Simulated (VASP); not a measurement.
# TaN (P-62m) in VASP: notebook

Aim: see how the results for TaN move with the level of theory and the settings. Levels: PBEsol, BLYP, LDA. Tasks: single point.

Everything below comes from runs of VASP 6.6.1. Logs are shortened: lines on timing, memory, paths and dates and some standing lists are left out, and cuts for length are marked.

### Step 1. The cell of the first run

The structure is hexagonal, space group P-62m (No. 189). Conventional cell: a = 5.196 Å, b = 5.196 Å, c = 2.911 Å, α = 90.00°, β = 90.00°, γ = 120.00°. Ta (site symmetry -6) has 6 N at 2.16 Å within 2.9 Å. Ta (site symmetry -62m) has 3 N at 2.04 Å within 2.7 Å. Within 2.7 Å of N (site symmetry m2m) lie 5 Ta at 2.04 to 2.16 Å.

### Step 2. Single point, PBEsol

File INCAR:

```
  PREC = Accurate
  ENCUT = 520
  EDIFF = 1E-6
  ISMEAR = -1
  SIGMA = 0.1
  LREAL = F
  LASPH = T
  NELM = 100
  ALGO = Normal
  ISIF = 2
  LWAVE = F
  LCHARG = T
  GGA = PS
  LELF = T
  LVHAR = T
  NBANDS = 33
```

File KPOINTS:

```
Automatic mesh
0
Gamma
  5 5 7
```

File POSCAR:

```
TaN
1.0
    5.1960000000      0.0000000000      0.0000000000
   -2.5980000000      4.4998679981      0.0000000000
    0.0000000000      0.0000000000      2.9110000000
Ta N
3 3
Direct
    0.3333330000      0.6666670000      0.5000000000
    0.6666670000      0.3333330000      0.5000000000
    0.0000000000      0.0000000000      0.0000000000
    0.3928500000      0.0000000000      0.0000000000
    0.6071500000      0.6071500000      0.0000000000
    0.0000000000      0.3928500000      0.0000000000
```

Potentials or basis: VASP PAW PBE potentials, release 64 (Ta_pv, N).

The run is started by

```
cat potpaw_PBE.64/Ta_pv/POTCAR potpaw_PBE.64/N/POTCAR > POTCAR
mpirun -np 1 vasp_std > vasp.out
```

OUTCAR:

```text
PREC = Accurate
   ENCUT = 520
   EDIFF = 1E-6
   ISMEAR = -1
   LREAL = F
   LASPH = T
   NELM = 100
   ISIF = 2
   GGA = PS

 ion  position               nearest neighbor table
   1  0.333  0.667  0.500-   4 2.16   4 2.16   6 2.16   6 2.16   5 2.16   5 2.16   2 3.00   2 3.00
                             2 3.00   3 3.33   3 3.33   3 3.33   3 3.33   3 3.33   3 3.33
   2  0.667  0.333  0.500-   6 2.16   6 2.16   4 2.16   4 2.16   5 2.16   5 2.16   1 3.00   1 3.00
                             1 3.00   3 3.33   3 3.33   3 3.33   3 3.33   3 3.33   3 3.33
   3  0.000  0.000  0.000-   4 2.04   5 2.04   6 2.04   2 3.33   1 3.33   1 3.33   2 3.33   2 3.33
                             2 3.33   1 3.33   1 3.33   2 3.33   2 3.33   1 3.33   1 3.33
   4  0.393  0.000  0.000-   3 2.04   1 2.16   1 2.16   2 2.16   2 2.16
   5  0.607  0.607  0.000-   3 2.04   1 2.16   1 2.16   2 2.16   2 2.16
   6  0.000  0.393  0.000-   3 2.04   2 2.16   2 2.16   1 2.16   1 2.16

  LATTYP: Found a hexagonal cell.
 ALAT       =     5.1960000000
 C/A-ratio  =     0.5602386451

  Lattice vectors:

 A1 = (   5.1960000000,   0.0000000000,   0.0000000000)
 A2 = (  -2.5980000000,   4.4998679981,   0.0000000000)
 A3 = (   0.0000000000,   0.0000000000,   2.9110000000)

Analysis of symmetry for initial positions (statically):
=====================================================================
 Subroutine PRICEL returns:
 Original cell was already a primitive cell.

 Routine SETGRP: Setting up the symmetry group for a
 hexagonal supercell.

 Subroutine GETGRP returns: Found 12 space group operations
 (whereof 12 operations were pure point group operations)
 out of a pool of 24 trial point group operations.

The static configuration has the point symmetry D_3h.

Analysis of symmetry for dynamics (positions and initial velocities):
=====================================================================
 Subroutine PRICEL returns:
 Original cell was already a primitive cell.

 Routine SETGRP: Setting up the symmetry group for a
 hexagonal supercell.

 Subroutine GETGRP returns: Found 12 space group operations
 (whereof 12 operations were pure point group operations)
 out of a pool of 24 trial point group operations.

The dynamic configuration has the point symmetry D_3h.

 Subroutine INISYM returns: Found 12 space group operations
 (whereof 12 operations are pure point group operations),
 and found     1 'primitive' translations

----------------------------------------------------------------------------------------

                                     Primitive cell

  volume of cell :      68.0630

  direct lattice vectors                    reciprocal lattice vectors
     5.196000000  0.000000000  0.000000000     0.192455735  0.111114371  0.000000000
    -2.598000000  4.499867998  0.000000000     0.000000000  0.222228741  0.000000000
     0.000000000  0.000000000  2.911000000     0.000000000  0.000000000  0.343524562

  length of vectors
     5.196000000  5.196000000  2.911000000     0.222228741  0.222228741  0.343524562

  position of ions in fractional coordinates (direct lattice)
     0.333333000  0.666667000  0.500000000
     0.666667000  0.333333000  0.500000000
     0.000000000  0.000000000  0.000000000
     0.392850000  0.000000000  0.000000000
     0.607150000  0.607150000  0.000000000
     0.000000000  0.392850000  0.000000000

  ion indices of the primitive-cell ions
   primitive index   ion index
                 1           1
                 2           2
                 3           3
                 4           4
                 5           5
                 6           6

----------------------------------------------------------------------------------------

 KPOINTS: Automatic mesh

Automatic generation of k-mesh.
 Grid dimensions read from file:
 generate k-points for:    5    5    7

 Generating k-lattice:

  Cartesian coordinates                     Fractional coordinates (reciprocal lattice)
     0.038491147  0.022222874  0.000000000     0.200000000 -0.000000000  0.000000000
     0.000000000  0.044445748  0.000000000     0.000000000  0.200000000  0.000000000
     0.000000000  0.000000000  0.049074937     0.000000000  0.000000000  0.142857143

  Length of vectors
     0.044445748  0.044445748  0.049074937

  Shift w.r.t. Gamma in fractional coordinates (k-lattice)
     0.000000000  0.000000000  0.000000000

 Subroutine IBZKPT returns following result:
 ===========================================

 Found     20 irreducible k-points:

 Following reciprocal coordinates:
            Coordinates               Weight
  0.000000  0.000000  0.000000      1.000000
  0.200000  0.000000  0.000000      6.000000
  0.400000  0.000000  0.000000      6.000000
  0.200000  0.200000  0.000000      6.000000
  0.400000  0.200000  0.000000      6.000000
  0.000000  0.000000  0.142857      2.000000
[... 12 lines left out ...]
  0.200000  0.200000  0.428571     12.000000
  0.400000  0.200000  0.428571     12.000000
   k-points           NKPTS =     20   k-points in BZ     NKDIM =     20   number of bands    NBANDS=     33
   number of dos      NEDOS =    301   number of ions     NIONS =      6
   total plane-waves  NPLWV =  38400
   dimension x,y,z NGX =    40 NGY =   40 NGZ =   24
   dimension x,y,z NGXF=    80 NGYF=   80 NGZF=   48
   ions per type =               3   3
   NGX,Y,Z   is equivalent  to a cutoff of  12.80, 12.80, 13.71 a.u.
   NGXF,Y,Z  is equivalent  to a cutoff of  25.60, 25.60, 27.41 a.u.
 SYSTEM =  unknown system
   PREC   = accura    normal or accurate (medium, high low for compatibility)
   ISTART =      0    job   : 0-new  1-cont  2-samecut
   ICHARG =      2    charge: 1-file 2-atom 10-const
   ISPIN  =      1    spin polarized calculation?
   LNONCOLLINEAR =      F non collinear calculations
   LSORBIT =      F    spin-orbit coupling
   LASPH  =      T    aspherical Exc in radial PAW
   ENCUT  =  520.0 eV  38.22 Ry    6.18 a.u.   9.66  9.66  5.41*2*pi/ulx,y,z
   NELM   =    100;   NELMIN=  2; NELMDL= -5     # of ELM steps
   EDIFF  = 0.1E-05   stopping-criterion for ELM
   LREAL  =      F    real-space projection
   EDIFFG = 0.1E-04   stopping-criterion for IOM
   NSW    =      0    number of steps for IOM
   IBRION =     -1    ionic relax: 0-MD 1-quasi-New 2-CG
   NFREE  =      0    steps in history (QN), initial steepest desc. (CG)
   ISIF   =      2    stress and relaxation
   ISYM   =      2    0-nonsym 1-usesym 2-fastsym
   POTIM  = 0.5000    time-step for ionic-motion
   TEBEG  =    0.0;   TEEND  =   0.0 temperature during run
   PSTRESS=    0.0 pullay stress
   NELECT =      48.0000    total number of electrons
   NUPDOWN=      -1.0000    fix difference up-down
   EMIN   =  10.00;   EMAX   =-10.00  energy-range for DOS
   EFERMI =   0.00;   METHOD = LEGACY
   ISMEAR =    -1;   SIGMA  =   0.10  broadening in eV -4-tet -1-fermi 0-gaus
   EFERMI_NEDOS =   21; number of points for ismear=-14 and -15
   IALGO  =     38    algorithm
   IMIX   =      4    mixing-type and parameters
     AMIX     =   0.40;   BMIX     =  1.00
     AMIX_MAG =   1.60;   BMIX_MAG =  1.00
  volume/ion in A,a.u.               =      11.34        76.55
  Fermi-wavevector in a.u.,A,eV,Ry     =   1.457197  2.753703 28.890916  2.123422
  Thomas-Fermi vector in A             =   2.574026
   LORBIT       =      0    0 simple, 1 ext, 2 COOP (PROOUT), +10 PAW based schemes
   GGA     = PS    functional components
   LHFCALC =     F    Hartree Fock is set to
   AEXX    =    0.0000 exact exchange contribution
   IVDW    =     0    specifies the selected vdW correction
   LEPSILON=     F    determine dielectric tensor
   LRPA    =     F    only Hartree local field effects (RPA)
 non-spin polarized calculation
  energy-cutoff  :      520.00
  volume of cell :       68.06
 maximum number of plane-waves:      1860
 NGX is ok and might be reduce to    40
   NGX = 19   NGY = 19   NGZ = 11

 number of electron      48.0000002 magnetization

 Free energy of the ion-electron system (eV)
  ---------------------------------------------------
  ext. energy  EPLUGINS =         0.00000000
  ---------------------------------------------------
  free energy    TOTEN  =       -71.46516399 eV

  energy without entropy =      -71.45229745  energy(sigma->0) =      -71.45873072

 E-fermi :   8.2131     XC(G=0): -13.1611

 val. band max:        8.0598557841   @ k =   0.2000   0.0000   0.1429
 cond. band min:       8.5182130455   @ k =   0.4000   0.0000   0.2857
 fundamental gap:      0.4583572614
 Fermi energy:         8.2130541054

 k-point     1 :       0.0000    0.0000    0.0000
  band No.  band energies     occupation
      1     -28.0040      2.00000
      2     -28.0040      2.00000
      3     -27.6500      2.00000
      4     -27.6500      2.00000
      5     -27.4702      2.00000
      6     -27.3620      2.00000
[... 25 lines left out ...]
     32      11.3466      0.00000
     33      11.3466      0.00000

 k-point     2 :       0.2000    0.0000    0.0000
  band No.  band energies     occupation
      1     -28.0348      2.00000
      2     -27.9916      2.00000
      3     -27.6283      2.00000
      4     -27.6095      2.00000
      5     -27.4605      2.00000
      6     -27.3709      2.00000
[... 25 lines left out ...]
     32      11.5093      0.00000
     33      11.6351      0.00000

 k-point     3 :       0.4000    0.0000    0.0000
  band No.  band energies     occupation
      1     -28.0758      2.00000
      2     -27.9221      2.00000
      3     -27.6820      2.00000
      4     -27.5508      2.00000
      5     -27.4384      2.00000
      6     -27.3916      2.00000
[... 25 lines left out ...]
     32      11.9593      0.00000
     33      12.2150      0.00000

 k-point     4 :       0.2000    0.2000    0.0000
  band No.  band energies     occupation
      1     -28.0518      2.00000
      2     -27.9599      2.00000
      3     -27.6684      2.00000
      4     -27.5577      2.00000
      5     -27.4440      2.00000
      6     -27.3863      2.00000
[... 25 lines left out ...]
     32      11.9360      0.00000
     33      11.9413      0.00000

 k-point     5 :       0.4000    0.2000    0.0000
  band No.  band energies     occupation
      1     -28.0587      2.00000
      2     -27.8873      2.00000
      3     -27.7690      2.00000
      4     -27.5294      2.00000
      5     -27.4256      2.00000
      6     -27.4041      2.00000
[... 460 lines left out ...]
 k-point    18 :       0.4000    0.0000    0.4286
  band No.  band energies     occupation
      1     -28.2539      2.00000
      2     -28.1503      2.00000
      3     -27.8915      2.00000
      4     -27.7958      2.00000
      5     -27.5716      2.00000
      6     -27.4515      2.00000
[... 25 lines left out ...]
     32      12.7419      0.00000
     33      13.5520      0.00000

 k-point    19 :       0.2000    0.2000    0.4286
  band No.  band energies     occupation
      1     -28.2582      2.00000
      2     -28.1434      2.00000
      3     -27.8993      2.00000
      4     -27.7862      2.00000
      5     -27.5731      2.00000
      6     -27.4507      2.00000
[... 25 lines left out ...]
     32      12.7003      0.00000
     33      13.4034      0.00000

 k-point    20 :       0.4000    0.2000    0.4286
  band No.  band energies     occupation
      1     -28.2313      2.00000
      2     -28.1789      2.00000
      3     -27.9167      2.00000
      4     -27.7337      2.00000
      5     -27.6216      2.00000
      6     -27.4376      2.00000
[... 25 lines left out ...]
     32      12.2336      0.00000
     33      13.3352      0.00000

------------------------ aborting loop because EDIFF is reached ----------------------------------------

  FORCE on cell =-STRESS in cart. coord.  units (eV):
  Direction    XX          YY          ZZ          XY          YZ          ZX
  --------------------------------------------------------------------------------------
  -------------------------------------------------------------------------------------
  Total       -1.1329463     -1.1329463     -1.5306573      0.0000000      0.0000000      0.0000000
  in kB      -26.6691256    -26.6691256    -36.0310913      0.0000000      0.0000000      0.0000000
  external PRESSURE =     -29.7897808 kB  Pullay stress =       0.0000000 kB

 VOLUME and BASIS-vectors are now :
 -----------------------------------------------------------------------------
  energy-cutoff  :      520.00
  volume of cell :       68.06
      direct lattice vectors                 reciprocal lattice vectors
     5.196000000  0.000000000  0.000000000     0.192455735  0.111114371  0.000000000
    -2.598000000  4.499867998  0.000000000     0.000000000  0.222228741  0.000000000
     0.000000000  0.000000000  2.911000000     0.000000000  0.000000000  0.343524562

 POSITION                                       TOTAL-FORCE (eV/Angst)
 -----------------------------------------------------------------------------------
     -0.00000      2.99991      1.45550         0.000000     -0.000000      0.000000
      2.59800      1.49995      1.45550         0.000000     -0.000000      0.000000
      0.00000      0.00000      0.00000         0.000000     -0.000000      0.000000
      2.04125      0.00000      0.00000         0.023817     -0.000000     -0.000000
      1.57738      2.73209      0.00000        -0.011909     -0.020626      0.000000
     -1.02062      1.76777      0.00000        -0.011909      0.020626      0.000000
 -----------------------------------------------------------------------------------
    total drift:                               -0.000002     -0.000003      0.000000

  FREE ENERGIE OF THE ION-ELECTRON SYSTEM (eV)
  ---------------------------------------------------
  free  energy   TOTEN  =       -71.4651639944 eV

  energy  without entropy=      -71.4522974493  energy(sigma->0) =      -71.45873072
```

Wall time 32 s (1 thread of Intel Xeon Platinum 8488C (Sapphire Rapids), shared host); peak memory 0.2 GiB.

What came out:

- Free energy: -71.4652 eV
- Pressure: -3.0 GPa
- Largest force: 0.024 eV/Å
- Band gap on the k mesh: zero (band 24 reaches 9.78 eV, above the bottom of band 25 at 7.15 eV)

Forces in eV/Å, atoms in the order of the input:
```
Ta   0.000  0.000  0.000
Ta   0.000  0.000  0.000
Ta   0.000  0.000  0.000
N    0.024  0.000  0.000
N   -0.012 -0.021  0.000
N   -0.012  0.021  0.000
```

Stress tensor (GPa, compression positive):
```
-2.67  0.00  0.00
 0.00 -2.67  0.00
 0.00  0.00 -3.60
```

Levels at points of the mesh, in eV from the Fermi level:
```tsv
k point	band 21	band 22	band 23	band 24	band 25	band 26	band 27	band 28
(0.00, 0.00, 0.00)	-4.28	-3.35	-1.96	-0.95	-0.95	0.52	0.52	1.79
```

Caveat: the PAW data sets were made with another functional, which shifts forces and pressure a little; spin-orbit coupling is left out, which moves the levels of the heavy elements.

### Step 3. Single point, BLYP

File INCAR:

```
PREC     = Accurate       # precision mode
ENCUT    = 520            # plane-wave cutoff, eV
EDIFF    = 1E-6           # SCF threshold, eV
ISMEAR   = -1             # smearing method
SIGMA    = 0.1            # smearing width, eV
LREAL    = F              # projectors in reciprocal space
LASPH    = T              # aspherical terms in the spheres
NELM     = 80             # most SCF steps
ALGO     = Normal         # electronic algorithm
ISIF     = 2              # what is computed and relaxed
LWAVE    = F              # write WAVECAR
LCHARG   = F              # write CHGCAR
GGA      = B5             # functional
ALDAX    = 1.0          
AGGAX    = 1.0          
AGGAC    = 1.0          
ALDAC    = 0.0          
NBANDS   = 33             # bands
```

File KPOINTS:

```
regular mesh
0
Gamma
  5 5 7
```

POSCAR is that of step 2.

Potentials or basis: VASP PAW PBE potentials, release 64 (Ta_pv, N).

The run is started by

```
cat potpaw_PBE.64/Ta_pv/POTCAR potpaw_PBE.64/N/POTCAR > POTCAR
mpirun -np 1 vasp_std > vasp.out
```

OUTCAR:

```text
PREC = Accurate
   ENCUT = 520
   EDIFF = 1E-6
   ISMEAR = -1
   LREAL = F
   LASPH = T
   NELM = 80
   ISIF = 2
   GGA = B5

 ion  position               nearest neighbor table
   1  0.333  0.667  0.500-   4 2.16   4 2.16   6 2.16   6 2.16   5 2.16   5 2.16   2 3.00   2 3.00
                             2 3.00   3 3.33   3 3.33   3 3.33   3 3.33   3 3.33   3 3.33
   2  0.667  0.333  0.500-   6 2.16   6 2.16   4 2.16   4 2.16   5 2.16   5 2.16   1 3.00   1 3.00
                             1 3.00   3 3.33   3 3.33   3 3.33   3 3.33   3 3.33   3 3.33
[... 926 lines left out ...]
  Total        7.4259579      7.4259579      7.1568943      0.0000000      0.0000000      0.0000000
  in kB      174.8042320    174.8042320    168.4705780      0.0000000      0.0000000      0.0000000
  external PRESSURE =     172.6930140 kB  Pullay stress =       0.0000000 kB

 VOLUME and BASIS-vectors are now :
 -----------------------------------------------------------------------------
  energy-cutoff  :      520.00
  volume of cell :       68.06
      direct lattice vectors                 reciprocal lattice vectors
     5.196000000  0.000000000  0.000000000     0.192455735  0.111114371  0.000000000
    -2.598000000  4.499867998  0.000000000     0.000000000  0.222228741  0.000000000
     0.000000000  0.000000000  2.911000000     0.000000000  0.000000000  0.343524562

 POSITION                                       TOTAL-FORCE (eV/Angst)
 -----------------------------------------------------------------------------------
     -0.00000      2.99991      1.45550        -0.000000     -0.000000     -0.000000
      2.59800      1.49995      1.45550        -0.000000     -0.000000     -0.000000
      0.00000      0.00000      0.00000        -0.000000     -0.000000     -0.000000
      2.04125      0.00000      0.00000        -0.017876     -0.000000      0.000000
      1.57738      2.73209      0.00000         0.008938      0.015481     -0.000000
     -1.02062      1.76777      0.00000         0.008938     -0.015481      0.000000
 -----------------------------------------------------------------------------------
    total drift:                               -0.000002     -0.000003      0.000000

  FREE ENERGIE OF THE ION-ELECTRON SYSTEM (eV)
  ---------------------------------------------------
  free  energy   TOTEN  =       -61.6022805043 eV

  energy  without entropy=      -61.5887105977  energy(sigma->0) =      -61.59549555
```

OSZICAR:

```text
N       E                     dE             d eps       ncg     rms          rms(c)
DAV:   1     0.454329976165E+03    0.45433E+03   -0.26151E+04  1320   0.153E+03
DAV:   2    -0.431493697710E+02   -0.49748E+03   -0.47485E+03  1520   0.451E+02
DAV:   3    -0.725410862012E+02   -0.29392E+02   -0.28934E+02  1582   0.106E+02
DAV:   4    -0.731530757919E+02   -0.61199E+00   -0.60705E+00  1640   0.151E+01
DAV:   5    -0.731681143365E+02   -0.15039E-01   -0.15022E-01  1704   0.184E+00    0.433E+01
DAV:   6    -0.618004618159E+02    0.11368E+02   -0.59549E+01  1698   0.410E+01    0.173E+01
DAV:   7    -0.616536863321E+02    0.14678E+00   -0.27763E+00  1617   0.920E+00    0.109E+01
DAV:   8    -0.616310135775E+02    0.22673E-01   -0.50056E-01  1682   0.425E+00    0.129E+00
DAV:   9    -0.616031038501E+02    0.27910E-01   -0.69431E-02  1757   0.206E+00    0.522E-01
DAV:  10    -0.616021845034E+02    0.91935E-03   -0.21641E-02  1647   0.696E-01    0.222E-01
DAV:  11    -0.616023826054E+02   -0.19810E-03   -0.39217E-03  1685   0.379E-01    0.733E-02
DAV:  12    -0.616022742142E+02    0.10839E-03   -0.53208E-04  1647   0.132E-01    0.228E-02
DAV:  13    -0.616022801287E+02   -0.59145E-05   -0.46451E-05  1606   0.391E-02    0.574E-03
DAV:  14    -0.616022805043E+02   -0.37561E-06   -0.19219E-06  1188   0.887E-03
   1 F= -.61602281E+02 E0= -.61595496E+02  d E =-.135699E-01
```

It took 46 s on 1 thread of Intel Xeon Platinum 8488C (Sapphire Rapids), shared host; peak memory 0.2 GiB.

Results:

- Free energy: -61.6023 eV
- Pressure: 17.3 GPa
- Largest force: 0.018 eV/Å
- Band gap on the k mesh: zero (band 24 reaches 10.40 eV, above the bottom of band 25 at 7.83 eV)

Forces on the atoms (eV/Å):
```
Ta   0.000  0.000  0.000
Ta   0.000  0.000  0.000
Ta   0.000  0.000  0.000
N   -0.018  0.000  0.000
N    0.009  0.015  0.000
N    0.009 -0.015  0.000
```

Caveat: the PAW data sets were made with another functional, which shifts forces and pressure a little; spin-orbit coupling is left out, which moves the levels of the heavy elements.

(Part 1 of 2 ends here.)
